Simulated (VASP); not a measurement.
# HfB2 (P6/mmm) in VASP: relaxation of shape and atoms at fixed volume with PBE

Aim: the relaxation of shape and atoms at fixed volume of HfB2 with PBE.

All numbers are computed with VASP 6.6.1; they aren't measurements. Logs are shortened: lines on timing, memory, paths and dates and some standing lists are left out, and cuts for length are marked.

## 1. The cell of the first run

It takes space group P6/mmm (No. 191, hexagonal). The conventional cell has a = 3.231 Å, b = 3.231 Å, c = 3.601 Å, α = 90.00°, β = 90.00°, γ = 120.00°. Within 3.4 Å of Hf (site symmetry 6/mmm) lie 12 B at 2.59 Å and 6 Hf at 3.23 Å. Within 2.6 Å of B (site symmetry -6m2) lie 3 B at 1.87 Å and 6 Hf at 2.59 Å.

## 2. Relaxation of shape and atoms at fixed volume, PBE (10.85 Å³/atom)

The input, INCAR:

```
ALGO = Normal
EDIFF = 1E-7
EDIFFG = -0.01
ENCUT = 500
GGA = PE
GGA_COMPAT = False
IBRION = 2
ISIF = 4
ISMEAR = 0
LASPH = True
LCHARG = False
LREAL = False
LWAVE = False
NELM = 120
NELMIN = 4
NSW = 50
PREC = Accurate
SIGMA = 0.1
```

The input, KPOINTS:

```
k-points
0
Gamma
  21 21 18
```

The input, POSCAR:

```
HfB2
1.0
    3.2312716002      0.0000000000      0.0000000000
   -1.6156358001      2.7983632923      0.0000000000
    0.0000000000      0.0000000000      3.6009171794
Hf B
1 2
Direct
    0.0000000000      0.0000000000      0.0000000000
    0.3333333333      0.6666666667      0.5000000000
    0.6666666667      0.3333333333      0.5000000000
```

Potentials or basis: VASP PAW PBE potentials, release 64 (Hf_pv, B).

Launch:

```bash
cat potpaw_PBE.64/Hf_pv/POTCAR potpaw_PBE.64/B/POTCAR > POTCAR
mpirun -np 1 vasp_std > vasp.out
```

OUTCAR:

```text
EDIFF = 1E-7
   EDIFFG = -0.01
   ENCUT = 500
   GGA = PE
   IBRION = 2
   ISIF = 4
   ISMEAR = 0
   LASPH = True
   LREAL = False
   NELM = 120
   NELMIN = 4
   NSW = 50
   PREC = Accurate

 ion  position               nearest neighbor table
   1  0.000  0.000  0.000-   2 2.59   3 2.59   2 2.59   3 2.59   2 2.59   2 2.59   3 2.59   3 2.59
                             3 2.59   3 2.59   2 2.59   2 2.59
   2  0.333  0.667  0.500-   3 1.87   3 1.87   3 1.87   1 2.59   1 2.59   1 2.59   1 2.59   1 2.59
                             1 2.59
   3  0.667  0.333  0.500-   2 1.87   2 1.87   2 1.87   1 2.59   1 2.59   1 2.59   1 2.59   1 2.59
                             1 2.59

  LATTYP: Found a hexagonal cell.
 ALAT       =     3.2312716002
 C/A-ratio  =     1.1143963198

  Lattice vectors:

 A1 = (   3.2312716002,   0.0000000000,   0.0000000000)
 A2 = (  -1.6156358001,   2.7983632923,   0.0000000000)
 A3 = (   0.0000000000,   0.0000000000,   3.6009171794)

Analysis of symmetry for initial positions (statically):
=====================================================================
 Subroutine PRICEL returns:
 Original cell was already a primitive cell.

 Routine SETGRP: Setting up the symmetry group for a
 hexagonal supercell.

 Subroutine GETGRP returns: Found 24 space group operations
 (whereof 24 operations were pure point group operations)
 out of a pool of 24 trial point group operations.

The static configuration has the point symmetry D_6h.

Analysis of symmetry for dynamics (positions and initial velocities):
=====================================================================
 Subroutine PRICEL returns:
 Original cell was already a primitive cell.

 Routine SETGRP: Setting up the symmetry group for a
 hexagonal supercell.

 Subroutine GETGRP returns: Found 24 space group operations
 (whereof 24 operations were pure point group operations)
 out of a pool of 24 trial point group operations.

The dynamic configuration has the point symmetry D_6h.

 Subroutine INISYM returns: Found 24 space group operations
 (whereof 24 operations are pure point group operations),
 and found     1 'primitive' translations

----------------------------------------------------------------------------------------

                                     Primitive cell

  volume of cell :      32.5605

  direct lattice vectors                    reciprocal lattice vectors
     3.231271600  0.000000000  0.000000000     0.309475688  0.178675871  0.000000000
    -1.615635800  2.798363292  0.000000000     0.000000000  0.357351743  0.000000000
[... 159 lines left out ...]
 -----------------------------------------------------------------------------------
      0.00000      0.00000      0.00000        -0.000000      0.000000      0.000000
     -0.00000      1.86558      1.80046         0.000000     -0.000000      0.000000
      1.61564      0.93279      1.80046        -0.000000      0.000000     -0.000000
 -----------------------------------------------------------------------------------
    total drift:                               -0.000000      0.000000      0.000000

  FREE ENERGIE OF THE ION-ELECTRON SYSTEM (eV)
  ---------------------------------------------------
  free  energy   TOTEN  =       -26.2312374076 eV

  energy  without entropy=      -26.2295522684  energy(sigma->0) =      -26.23039484

--------------------------------------- Ionic step        2  -------------------------------------------

 number of electron      16.0000003 magnetization

 Free energy of the ion-electron system (eV)
  ---------------------------------------------------
  ext. energy  EPLUGINS =         0.00000000
  ---------------------------------------------------
  free energy    TOTEN  =       -26.23145641 eV

  energy without entropy =      -26.22974842  energy(sigma->0) =      -26.23060241

 E-fermi :   7.0198     XC(G=0): -12.1717

 val. band max:        7.0150441661   @ k =   0.0476   0.0476   0.2778
 cond. band min:       7.0290420359   @ k =   0.0952   0.0952   0.2778
 fundamental gap:      0.0139978698
 Fermi energy:         7.0198283062

 k-point     1 :       0.0000    0.0000    0.0000
  band No.  band energies     occupation
      1     -23.9880      2.00000
      2     -23.5776      2.00000
      3     -23.5776      2.00000
      4      -6.2663      2.00000
      5       4.1077      2.00000
      6       4.1304      2.00000
      7       4.3073      2.00000
      8       4.3073      2.00000
      9      10.5483      0.00000
     10      10.5483      0.00000
     11      11.0765      0.00000
     12      11.0765      0.00000
[... 331 lines left out ...]
 k-point    24 :       0.1905    0.0952    0.0000
  band No.  band energies     occupation
      1     -23.9404      2.00000
      2     -23.8578      2.00000
      3     -23.6565      2.00000
      4      -5.0786      2.00000
      5       1.7568      2.00000
      6       3.5134      2.00000
      7       3.5223      2.00000
      8       5.2708      2.00000
      9       8.6815      0.00000
     10       9.0954      0.00000
     11      10.4071      0.00000
     12      11.5628      0.00000

 [... further k-points ...]

------------------------ aborting loop because EDIFF is reached ----------------------------------------

  FORCE on cell =-STRESS in cart. coord.  units (eV):
  Direction    XX          YY          ZZ          XY          YZ          ZX
  --------------------------------------------------------------------------------------
  -------------------------------------------------------------------------------------
  Total       -3.7727943     -3.7727943     -3.7664132      0.0000000     -0.0000000      0.0000000
  in kB     -185.6448966   -185.6448966   -185.3309061      0.0000000     -0.0000000      0.0000000
  external PRESSURE =    -185.5402331 kB  Pullay stress =       0.0000000 kB

 VOLUME and BASIS-vectors are now :
 -----------------------------------------------------------------------------
  energy-cutoff  :      500.00
  volume of cell :       32.56
      direct lattice vectors                 reciprocal lattice vectors
     3.227853577  0.000000000  0.000000000     0.309803396  0.178865074  0.000000000
    -1.613926788  2.795403197 -0.000000000     0.000000000  0.357730148 -0.000000000
    -0.000000000  0.000000000  3.608547349    -0.000000000  0.000000000  0.277119822

 POSITION                                       TOTAL-FORCE (eV/Angst)
 -----------------------------------------------------------------------------------
     -0.00000      0.00000     -0.00000        -0.000000     -0.000000      0.000000
     -0.00000      1.86360      1.80427         0.000000      0.000000     -0.000000
      1.61393      0.93180      1.80427        -0.000000     -0.000000      0.000000
 -----------------------------------------------------------------------------------
    total drift:                               -0.000000      0.000000      0.000000

  FREE ENERGIE OF THE ION-ELECTRON SYSTEM (eV)
  ---------------------------------------------------
  free  energy   TOTEN  =       -26.2314564103 eV

  energy  without entropy=      -26.2297484162  energy(sigma->0) =      -26.23060241

 reached required accuracy - stopping structural energy minimisation
```

OSZICAR:

```text
N       E                     dE             d eps       ncg     rms          rms(c)
DAV:   1     0.257727642899E+02    0.25773E+02   -0.81691E+03 11520   0.121E+03
DAV:   2    -0.268435789543E+02   -0.52616E+02   -0.49369E+02 14160   0.228E+02
DAV:   3    -0.285154072097E+02   -0.16718E+01   -0.16374E+01 15324   0.313E+01
DAV:   4    -0.285306376950E+02   -0.15230E-01   -0.15178E-01 14012   0.320E+00
[... 12 lines left out ...]
DAV:   1    -0.262317049732E+02   -0.46758E-03   -0.22163E-02 12304   0.129E+00    0.161E-01
DAV:   2    -0.262315350252E+02    0.16995E-03   -0.29593E-04 14528   0.151E-01    0.669E-02
DAV:   3    -0.262314610603E+02    0.73965E-04   -0.71131E-05 14376   0.665E-02    0.208E-02
DAV:   4    -0.262314564629E+02    0.45973E-05   -0.95848E-06 16424   0.249E-02    0.134E-02
DAV:   5    -0.262314564103E+02    0.52667E-07   -0.36255E-07 13284   0.465E-03
   2 F= -.26231456E+02 E0= -.26230602E+02  d E =-.219003E-03
```

CONTCAR:

```text
HfB2
   1.00000000000000
     3.2278535768588830    0.0000000000000000    0.0000000000000000
    -1.6139267884294415    2.7954031972559141   -0.0000000000000000
    -0.0000000000000000    0.0000000000000000    3.6085473492634796
  Hf              B
     1     2
Direct
     0.0000000000000000    0.0000000000000000    0.0000000000000000
     0.3333333332999970    0.6666666667000030    0.5000000000000000
     0.6666666667000030    0.3333333332999970    0.5000000000000000

  0.00000000E+00  0.00000000E+00  0.00000000E+00
  0.00000000E+00  0.00000000E+00  0.00000000E+00
  0.00000000E+00  0.00000000E+00  0.00000000E+00
```

It took 3.8 min on 1 thread of Oxide Virtual Turin-like, shared host; peak memory 0.27 GiB.

Results:

- Free energy: -26.2315 eV
- Energy gained by relaxing: 0.1 meV/atom
- Ionic steps: 2
- Pressure after relaxing: -18.6 GPa
- Band gap on the k mesh: zero (bands 8 and 9 overlap by 1.14 eV)

Step by step:
| step | energy change (eV) | largest force (eV/Å) | pressure (GPa) | volume (Å³) |
| --- | --- | --- | --- | --- |
| 1 | 0.0000 | 0.0000 | -18.62 | 32.56 |
| 2 | -0.0002 | 0.0000 | -18.55 | 32.56 |

Final structure:
```xyz
3
Lattice="3.2279 0.0000 0.0000 -1.6139 2.7954 0.0000 0.0000 0.0000 3.6085" Properties=species:S:1:pos:R:3 pbc="T T T"
Hf    0.0000    0.0000    0.0000
B     0.0000    1.8636    1.8043
B     1.6139    0.9318    1.8043
```

Caveat: spin-orbit coupling is left out, which moves the levels of the heavy elements.
